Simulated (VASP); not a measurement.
TiSe2 (lda), 3 atoms in the cell. The structure is trigonal, space group P-3m1 (No. 164). Conventional cell: a = 3.438 Å, b = 3.438 Å, c = 5.809 Å, α = 90.00°, β = 90.00°, γ = 120.00°. Within 3.3 Å of Ti (site symmetry -3m) lie 6 Se at 2.51 Å. Se (site symmetry 3m) has 3 Ti at 2.51 Å within 3.3 Å. 

- Program: VASP 6.6.1
- Task: relaxation of cell and atoms
- Functional: LDA
- Potentials or basis: VASP PAW LDA potentials, release 64 (Ti_sv, Se)
- Cutoff: 500 eV
- k mesh: 15 × 15 × 8
- Occupations: gaussian, width 0.1 eV
- Spin: no spin polarisation
- Dipole correction: no
- Further INCAR settings: ALGO = Normal; EDIFF = 1e-07; IBRION = 2; EDIFFG = -0.002; NSW = 100; ISIF = 3

Potentials or basis: VASP PAW LDA potentials, release 64 (Ti_sv, Se).

The run is started by

```bash
$ cat potpaw_LDA.64/Ti_sv/POTCAR potpaw_LDA.64/Se/POTCAR > POTCAR
$ mpirun -np 1 vasp_std > vasp.out
```

Hardware: 1 thread of AMD EPYC 7R43 64-Core Processor (Zen 3) (shared host).

**Question.** How long does it take, and how much memory?

**Answer.** It took 16 min on 1 thread of AMD EPYC 7R43 64-Core Processor (Zen 3), with other jobs on the host, peak memory 0.27 GiB. Counts: scf iterations 64, k points 192, ion steps 8.
